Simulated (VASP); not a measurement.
# Ca2Pd (fluorite type) (Fm-3m) in VASP: single point with PBEsol

Aim: the single point of Ca2Pd (fluorite type) with PBEsol.

Program: VASP 6.6.1. These are calculated values, not measurements. Logs are shortened: lines on timing, memory, paths and dates and some standing lists are left out, and cuts for length are marked.

## (1) The cell of the first run

Symmetry: Fm-3m, No. 225, cubic system. The conventional cell has a = 6.956 Å, b = 6.956 Å, c = 6.956 Å, α = 90.00°, β = 90.00°, γ = 90.00°. Pd (site symmetry m-3m) has 8 Ca at 3.01 Å within 4.0 Å. Within 4.0 Å of Ca (site symmetry -43m) lie 4 Pd at 3.01 Å and 6 Ca at 3.48 Å.

## (2) Single point, PBEsol

INCAR reads:

```
SYSTEM = Ca2Pd
PREC = Accurate ; ENCUT = 500
EDIFF = 1E-6 ; ISMEAR = -1
SIGMA = 0.05 ; LREAL = .FALSE.
LASPH = .TRUE. ; NELM = 120
ALGO = Normal ; ISIF = 2
LWAVE = .FALSE. ; LCHARG = .TRUE.
GGA = PS ; LELF = .TRUE.
LVHAR = .TRUE. ; NBANDS = 22
GGA_COMPAT = .FALSE.
```

KPOINTS reads:

```
regular mesh
0
G
  9 9 9
  0 0 0
```

POSCAR reads:

```
Ca2Pd
1.0
    0.0000000000      3.4778149140      3.4778149140
    3.4778149140      0.0000000000      3.4778149140
    3.4778149140      3.4778149140      0.0000000000
Pd Ca
1 2
Direct
    0.0000000000      0.0000000000      0.0000000000
    0.2500000000      0.2500000000      0.2500000000
    0.7500000000      0.7500000000      0.7500000000
```

Potentials or basis: VASP PAW PBE potentials, release 64 (Pd, Ca_sv).

The run is started by

```
$ cat potpaw_PBE.64/Pd/POTCAR potpaw_PBE.64/Ca_sv/POTCAR > POTCAR
$ mpirun -np 1 vasp_std > vasp.out
```

OUTCAR:

```text
SYSTEM = Ca2Pd
   PREC = Accurate
   ENCUT = 500
   EDIFF = 1E-6
   ISMEAR = -1
   LREAL = .FALSE.
   LASPH = .TRUE.
   NELM = 120
   ISIF = 2
   GGA = PS

 ion  position               nearest neighbor table
   1  0.000  0.000  0.000-   3 3.01   3 3.01   3 3.01   2 3.01   3 3.01   2 3.01   2 3.01   2 3.01

   2  0.250  0.250  0.250-   1 3.01   1 3.01   1 3.01   1 3.01
   3  0.750  0.750  0.750-   1 3.01   1 3.01   1 3.01   1 3.01

  LATTYP: Found a face centered cubic cell.
 ALAT       =     6.9556298280

  Lattice vectors:

 A1 = (   0.0000000000,   3.4778149140,   3.4778149140)
 A2 = (   3.4778149140,   0.0000000000,   3.4778149140)
 A3 = (   3.4778149140,   3.4778149140,   0.0000000000)

Analysis of symmetry for initial positions (statically):
=====================================================================
 Subroutine PRICEL returns:
 Original cell was already a primitive cell.

 Routine SETGRP: Setting up the symmetry group for a
 face centered cubic supercell.

 Subroutine GETGRP returns: Found 48 space group operations
 (whereof 48 operations were pure point group operations)
 out of a pool of 48 trial point group operations.

The static configuration has the point symmetry O_h .

Analysis of symmetry for dynamics (positions and initial velocities):
=====================================================================
 Subroutine PRICEL returns:
 Original cell was already a primitive cell.

 Routine SETGRP: Setting up the symmetry group for a
 face centered cubic supercell.

 Subroutine GETGRP returns: Found 48 space group operations
 (whereof 48 operations were pure point group operations)
 out of a pool of 48 trial point group operations.

The dynamic configuration has the point symmetry O_h .

 Subroutine INISYM returns: Found 48 space group operations
 (whereof 48 operations are pure point group operations),
 and found     1 'primitive' translations

----------------------------------------------------------------------------------------

                                     Primitive cell

  volume of cell :      84.1297

  direct lattice vectors                    reciprocal lattice vectors
     0.000000000  3.477814914  3.477814914    -0.143768433  0.143768433  0.143768433
     3.477814914  0.000000000  3.477814914     0.143768433 -0.143768433  0.143768433
[... 77 lines left out ...]
 SYSTEM =  Ca2Pd
   PREC   = accura    normal or accurate (medium, high low for compatibility)
   ISTART =      0    job   : 0-new  1-cont  2-samecut
   ICHARG =      2    charge: 1-file 2-atom 10-const
   ISPIN  =      1    spin polarized calculation?
   LNONCOLLINEAR =      F non collinear calculations
   LSORBIT =      F    spin-orbit coupling
   LASPH  =      T    aspherical Exc in radial PAW
   ENCUT  =  500.0 eV  36.75 Ry    6.06 a.u.   8.97  8.97  8.97*2*pi/ulx,y,z
   NELM   =    120;   NELMIN=  2; NELMDL= -5     # of ELM steps
   EDIFF  = 0.1E-05   stopping-criterion for ELM
   LREAL  =      F    real-space projection
   EDIFFG = 0.1E-04   stopping-criterion for IOM
   NSW    =      0    number of steps for IOM
   IBRION =     -1    ionic relax: 0-MD 1-quasi-New 2-CG
   NFREE  =      0    steps in history (QN), initial steepest desc. (CG)
   ISIF   =      2    stress and relaxation
   ISYM   =      2    0-nonsym 1-usesym 2-fastsym
   POTIM  = 0.5000    time-step for ionic-motion
   TEBEG  =    0.0;   TEEND  =   0.0 temperature during run
   PSTRESS=    0.0 pullay stress
   NELECT =      30.0000    total number of electrons
   NUPDOWN=      -1.0000    fix difference up-down
   EMIN   =  10.00;   EMAX   =-10.00  energy-range for DOS
   EFERMI =   0.00;   METHOD = LEGACY
   ISMEAR =    -1;   SIGMA  =   0.05  broadening in eV -4-tet -1-fermi 0-gaus
   EFERMI_NEDOS =   21; number of points for ismear=-14 and -15
   IALGO  =     38    algorithm
   IMIX   =      4    mixing-type and parameters
     AMIX     =   0.40;   BMIX     =  1.00
     AMIX_MAG =   1.60;   BMIX_MAG =  1.00
  volume/ion in A,a.u.               =      28.04       189.25
  Fermi-wavevector in a.u.,A,eV,Ry     =   1.160911  2.193803 18.336755  1.347713
  Thomas-Fermi vector in A             =   2.297488
   LORBIT       =      0    0 simple, 1 ext, 2 COOP (PROOUT), +10 PAW based schemes
   GGA     = PS    functional components
   LHFCALC =     F    Hartree Fock is set to
   AEXX    =    0.0000 exact exchange contribution
   IVDW    =     0    specifies the selected vdW correction
   LEPSILON=     F    determine dielectric tensor
   LRPA    =     F    only Hartree local field effects (RPA)
 non-spin polarized calculation
  energy-cutoff  :      500.00
  volume of cell :       84.13
 maximum number of plane-waves:      2165
   NGX = 17   NGY = 17   NGZ = 17

 number of electron      30.0000003 magnetization

 Free energy of the ion-electron system (eV)
  ---------------------------------------------------
  ext. energy  EPLUGINS =         0.00000000
  ---------------------------------------------------
  free energy    TOTEN  =       -11.58399227 eV

  energy without entropy =      -11.57399571  energy(sigma->0) =      -11.57899399

 E-fermi :   3.6989     XC(G=0):  -9.2589

 val. band max:        3.6757314457   @ k =   0.2222   0.1111   0.0000
 cond. band min:       3.7123902375   @ k =  -0.3333   0.4444   0.2222
 fundamental gap:      0.0366587918
 Fermi energy:         3.6988500777

 k-point     1 :       0.0000    0.0000    0.0000
  band No.  band energies     occupation
      1     -37.3689      2.00000
      2     -37.3037      2.00000
      3     -18.5484      2.00000
      4     -18.5484      2.00000
      5     -18.5484      2.00000
      6     -18.3549      2.00000
[... 589 lines left out ...]
     21       7.1028      0.00000
     22       7.1028      0.00000

 [... further k-points ...]
[... 5 lines left out ...]
  --------------------------------------------------------------------------------------
  -------------------------------------------------------------------------------------
  Total        0.0284145      0.0284145      0.0284145     -0.0000000     -0.0000000      0.0000000
  in kB        0.5411294      0.5411294      0.5411294     -0.0000000     -0.0000000      0.0000000
  external PRESSURE =       0.5411294 kB  Pullay stress =       0.0000000 kB

 VOLUME and BASIS-vectors are now :
 -----------------------------------------------------------------------------
  energy-cutoff  :      500.00
  volume of cell :       84.13
      direct lattice vectors                 reciprocal lattice vectors
     0.000000000  3.477814914  3.477814914    -0.143768433  0.143768433  0.143768433
     3.477814914  0.000000000  3.477814914     0.143768433 -0.143768433  0.143768433
     3.477814914  3.477814914  0.000000000     0.143768433  0.143768433 -0.143768433

 POSITION                                       TOTAL-FORCE (eV/Angst)
 -----------------------------------------------------------------------------------
      0.00000      0.00000      0.00000         0.000000      0.000000      0.000000
      1.73891      1.73891      1.73891        -0.000000     -0.000000     -0.000000
      5.21672      5.21672      5.21672         0.000000      0.000000      0.000000
 -----------------------------------------------------------------------------------
    total drift:                                0.000000      0.000000      0.000000

  FREE ENERGIE OF THE ION-ELECTRON SYSTEM (eV)
  ---------------------------------------------------
  free  energy   TOTEN  =       -11.5839922684 eV

  energy  without entropy=      -11.5739957087  energy(sigma->0) =      -11.57899399
```

stdout:

```text
POSCAR found type information on POSCAR PdCa
 POSCAR found :  2 types and       3 ions
 scaLAPACK will be used
 -----------------------------------------------------------------------------
|                                                                             |
|                                                                             |
|     You enforced a specific xc type in the INCAR file but a different       |
|     I HOPE YOU KNOW WHAT YOU ARE DOING!                                     |
|                                                                             |
 -----------------------------------------------------------------------------

 LDA part: xc-table for (Slater+PW92), standard interpolation
 POSCAR, INCAR and KPOINTS ok, starting setup
 FFT: planning ... GRIDC
 FFT: planning ... GRID_SOFT
 FFT: planning ... GRID
 WAVECAR not read
 entering main loop
```

Run time: 44 s. Hardware: 1 thread of Intel Xeon Platinum 8259CL at 2.50GHz (Skylake/Cascade Lake), shared host; peak memory 0.24 GiB.

Results:

- Free energy: -11.5840 eV
- Pressure: 0.1 GPa
- Band gap on the k mesh: zero (band 15 reaches 4.21 eV, above the bottom of band 16 at 3.37 eV)

Caveat: the PAW data sets were made with another functional, which shifts forces and pressure a little.
